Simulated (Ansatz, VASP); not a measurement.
## Two plane-wave programs on BP

```
CELL_PARAMETERS angstrom
0.00000 2.26900 2.33707
2.26900 0.00000 2.33707
2.26900 2.26900 0.00000
ATOMIC_POSITIONS crystal
B 0.00000 0.00000 0.00000
P 0.25000 0.25000 0.25000
```

Change from the starting cell: z stretched by +3 %, ions relaxed.

Alike in both runs: functional PBE; k mesh 16 × 16 × 16; occupations fermi-dirac, width 0.02 eV; no spin polarisation.

Ansatz relaxed the structure, and its values are those at the end. VASP's run is a single point on that final structure, the one shown.

```csv
,VASP,Ansatz
version,VASP 6.6.1,Ansatz 0.2.0
potentials or method,"VASP PAW PBE potentials, release 64 (B, P)","plane-wave PAW, scalar-relativistic"
plane-wave cutoff (eV),520,420
valence electrons in the cell,8,8
```

|  | VASP | Ansatz | Ansatz less VASP |
| --- | --- | --- | --- |
| gap on the k mesh at the Fermi level (eV) | 1.08 | 1.08 | +0.004 |
| pressure (GPa) | -3.7 | -3.5 | +0.21 |

Ansatz's warnings: stress scf threshold loose.
